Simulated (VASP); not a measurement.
Li, 5 atoms in the cell. The cell holds a slab with vacuum, 5 atoms: a = 3.057 Å, b = 3.057 Å, c = 26.997 Å, α = 90.00°, β = 90.00°, γ = 120.00°. 

- Program: VASP 6.6.1
- Task: relaxation of the atoms
- Functional: PBEsol
- Potentials or basis: VASP PAW PBE potentials, release 64 (Li_sv)
- Cutoff: 520 eV
- k mesh: 12 × 12 × 1
- Occupations: gaussian, width 0.1 eV
- Spin: no spin polarisation
- Dipole correction: yes
- Atoms held fixed (from 0): [0, 1]
- Further INCAR settings: ALGO = Normal; EDIFF = 1e-06; IBRION = 2; EDIFFG = -0.03; NSW = 90

Potentials or basis: VASP PAW PBE potentials, release 64 (Li_sv).

Run with:

```bash
$ cat potpaw_PBE.64/Li_sv/POTCAR > POTCAR
$ mpirun -np 1 vasp_std > vasp.out
```

Hardware: 1 thread of AMD EPYC 9R45 96-Core Processor (Zen 5) (shared host).

Task: Estimate the wall time of this run.

Result: Run time: 2.1 min on 1 thread of AMD EPYC 9R45 96-Core Processor (Zen 5), with other jobs on the host, peak memory 0.31 GiB. Counts: scf iterations 74, k points 19, ion steps 8.
